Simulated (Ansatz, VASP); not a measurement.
Two plane-wave programs on AlN

File INCAR:

```
SYSTEM = AlN
ALGO = Normal
EDIFF = 1E-6
ENCUT = 520
GGA = PE
ISIF = 2
ISMEAR = 0
LASPH = .TRUE.
LCHARG = .FALSE.
LREAL = .FALSE.
LWAVE = .FALSE.
NBANDS = 26
NELM = 80
PREC = Accurate
SIGMA = 0.01
```

File KPOINTS:

```
k-points
0
G
  9 9 2
  0 0 0
```

POSCAR

```
AlN
1.0
    3.0891625211      0.0000000000      0.0000000000
   -1.5445812605      2.6752932197      0.0000000000
    0.0000000000      0.0000000000     10.0092861459
Al N
4 4
Direct
    0.0000000000      0.0000000000     -0.0012519071
    0.3333333333      0.6666666667      0.2498316789
    0.0000000000      0.0000000000      0.4987480929
    0.6666666667      0.3333333333      0.7498316789
    0.0000000000      0.0000000000      0.1882172311
    0.3333333333      0.6666666667      0.4382029971
    0.0000000000      0.0000000000      0.6882172311
    0.6666666667      0.3333333333      0.9382029971
```

Input for Ansatz:

```yaml
crystal:
  lattice:
    - [3.0891625211, 0.0, 0.0]
    - [-1.5445812605, 2.6752932197, 0.0]
    - [0.0, 0.0, 10.0092861459]
  atoms:
    - { symbol: Al, position: [0.0, 0.0, -0.0012519071] }
    - { symbol: Al, position: [0.3333333333, 0.6666666667, 0.2498316789] }
    - { symbol: Al, position: [0.0, 0.0, 0.4987480929] }
    - { symbol: Al, position: [0.6666666667, 0.3333333333, 0.7498316789] }
    - { symbol: "N", position: [0.0, 0.0, 0.1882172311] }
    - { symbol: "N", position: [0.3333333333, 0.6666666667, 0.4382029971] }
    - { symbol: "N", position: [0.0, 0.0, 0.6882172311] }
    - { symbol: "N", position: [0.6666666667, 0.3333333333, 0.9382029971] }
kpoints:
  mp_grid: { grid: [9, 9, 2] }
hamiltonian:
  xc: pbe
scf:
  occupations: { method: fixed }
  n_extra_bands: 6
output:
  forces: true
  stress: true
  eigenvalues: true
```

Alike in both runs: task single point; functional PBE; k mesh 9 × 9 × 2; no spin polarisation.

|  | VASP | Ansatz |
| --- | --- | --- |
| version | VASP 6.6.1 | Ansatz 0.2.0 |
| potentials or method | VASP PAW PBE potentials, release 64 (Al, N) | plane waves, PAW |
| plane-wave cutoff (eV) | 520 | 420 |
| occupations | gaussian, width 0.01 eV | fixed |
| valence electrons in the cell | 32 | 32 |

Ansatz gave:

| Quantity | Value |
| --- | --- |
| gap on the k mesh at the Fermi level (eV) | 4.18 |
| pressure (GPa) | 6.3 |
| traceless stress, the component that is largest in VASP (GPa) | -0.13 |
| rms of the force components (eV/Å) | 0.003 |

Estimate VASP's values.

gap on the k mesh at the Fermi level (eV): 4.17; pressure (GPa): 6.0; traceless stress, the component that is largest in VASP (GPa): -0.11; rms of the force components (eV/Å): 0.004.

Atom by atom the forces differ by 0.000 eV/Å (rms over components).
